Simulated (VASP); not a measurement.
Here is a VASP 6.6.1 calculation.

Contents of INCAR:

```
PREC = Accurate
ENCUT = 600
EDIFF = 1E-6
ISMEAR = 0
SIGMA = 0.1
LREAL = F
LASPH = T
NELM = 80
ALGO = Normal
ISIF = 3
LWAVE = F
LCHARG = F
GGA = PE
IBRION = 2
NSW = 90
EDIFFG = -0.04
```

File KPOINTS:

```
regular mesh
0
Gamma
  6 6 2
```

POSCAR

```
Sc3B2N
1.0
    3.2104837200      0.0000000000      0.0000000000
    0.0000000000      3.2104837200      0.0000000000
    0.0000000000      0.0000000000      7.8261731500
Sc B N
3 2 1
Direct
    0.0000000000      0.0000000000      0.6709480300
    0.0000000000      0.0000000000      0.3257620000
    0.5000000000      0.5000000000      0.8341779700
    0.0000000000      0.0000000000      0.0094770000
    0.5000000000      0.5000000000      0.4938240100
    0.5000000000      0.5000000000      0.1658110000
```

Potentials or basis: VASP PAW PBE potentials, release 64 (Sc_sv, B, N).

Run with:

```sh
$ cat potpaw_PBE.64/Sc_sv/POTCAR potpaw_PBE.64/B/POTCAR potpaw_PBE.64/N/POTCAR > POTCAR
$ mpirun -np 1 vasp_std > vasp.out
```

Predict the band gap on the k mesh.

zero (band 22 reaches 5.43 eV, above the bottom of band 23 at 4.08 eV).

What does it give for the relaxed volume?

13.96 Å³/atom.

Estimate the space group after relaxing (to 0.05 Å).

P4mm (No. 99).

Final structure:
```
Sc B N
1.0
     3.30161    0.00000    0.00000
     0.00000    3.30161    0.00000
     0.00000    0.00000    7.68512
Sc B N
3 2 1
Direct
  0.00000 0.00000 0.63780
  0.00000 0.00000 0.25796
  0.50000 0.50000 0.96916
  0.00000 0.00000 0.93645
  0.50000 0.50000 0.44290
  0.50000 0.50000 0.25572
```

Caveat: the k points lie up to 0.41 Å⁻¹ apart in the final cell.
